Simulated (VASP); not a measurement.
Write the native input for VASP 6.6.1 that does the following.

- Task: single point
- Functional: PBE
- Potentials or basis: VASP PAW PBE potentials, release 64 (Cd, S)
- Cutoff: 520 eV
- k mesh: 12 × 12 × 8
- Occupations: gaussian, width 0.1 eV
- Spin: no spin polarisation
- Dipole correction: no
- Further INCAR settings: ALGO = Normal; EDIFF = 1e-06; NBANDS = 26

The structure of CdS lies in POSCAR:

```
CdS
1.0
    3.9010299062      0.0000000000      0.0000000000
    0.0000000000      3.9010299062      0.0000000000
    0.0000000000      0.0000000000      7.0278951444
Cd S
2 2
Direct
    0.0000000000      0.5000000000      0.0000000000
    0.5000000000      0.0000000000      0.5000000000
    0.5000000000      0.5000000000      0.2500000000
    0.5000000000      0.5000000000      0.7500000000
```

This cell differs from its parent crystal: atoms taken out.

One way to write it, as run:

INCAR

```
PREC = Accurate
ENCUT = 520
EDIFF = 1E-6
ISMEAR = 0
SIGMA = 0.1
LREAL = F
LASPH = T
NELM = 60
ALGO = Normal
ISIF = 2
LWAVE = F
LCHARG = F
GGA = PE
NBANDS = 26
```

KPOINTS

```
regular mesh
0
Gamma
  12 12 8
```

Potentials or basis: VASP PAW PBE potentials, release 64 (Cd, S).

Run with:

```sh
$ cat potpaw_PBE.64/Cd/POTCAR potpaw_PBE.64/S/POTCAR > POTCAR
$ mpirun -np 1 vasp_std > vasp.out
```

Results of the run:

The pressure is 0.3 GPa and the band gap on the k mesh is zero (bands 18 and 19 overlap by 0.61 eV).

Caveat: the cell differs from its parent crystal (atoms taken out); semilocal functionals underestimate gaps, so a narrow gap can read as zero.

Run time: 8.4 min on 1 thread of Intel Xeon 8259CL (shared host), peak memory 0.43 GiB.
